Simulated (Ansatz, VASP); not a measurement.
# One calculation of As, two programs

```xyz
2
Lattice="1.8808 1.0859 3.5141 -1.8808 1.0859 3.5141 0.0000 -2.1718 3.5141" Properties=species:S:1:pos:R:3 pbc="T T T"
As    0.0000    0.0000    8.1597
As    0.0000    0.0000    2.3825
```

Alike in both runs: task relaxation of cell and atoms; functional LDA; k mesh 14 × 14 × 14; occupations gaussian, width 0.05 eV; no spin polarisation.

```csv
,VASP,Ansatz
version,VASP 6.6.1,Ansatz 0.2.0
potentials or method,"VASP PAW LDA potentials, release 64 (As), cutoff 600 eV","scalar-relativistic, plane waves, PAW"
valence electrons in the cell,10,30
```

|  | VASP | Ansatz | Ansatz less VASP |
| --- | --- | --- | --- |
| gap on the k mesh at the Fermi level, each at its own relaxed structure (eV) | none | none | - |
| relaxed volume (Å³/atom) | 20.42 | 20.37 | -0.053 |
| relaxed cell length with the largest relative difference (Å) | 3.972 | 3.974 | +0.0015 |

LDA's correlation is that of Perdew and Zunger in VASP and of Perdew and Wang (1992) in Ansatz. A gap of «none» marks a metal or a gap that the smearing closes. VASP's potentials hold 10 valence electrons a cell and Ansatz's 30, so a difference there can come from the potentials and not from the codes.
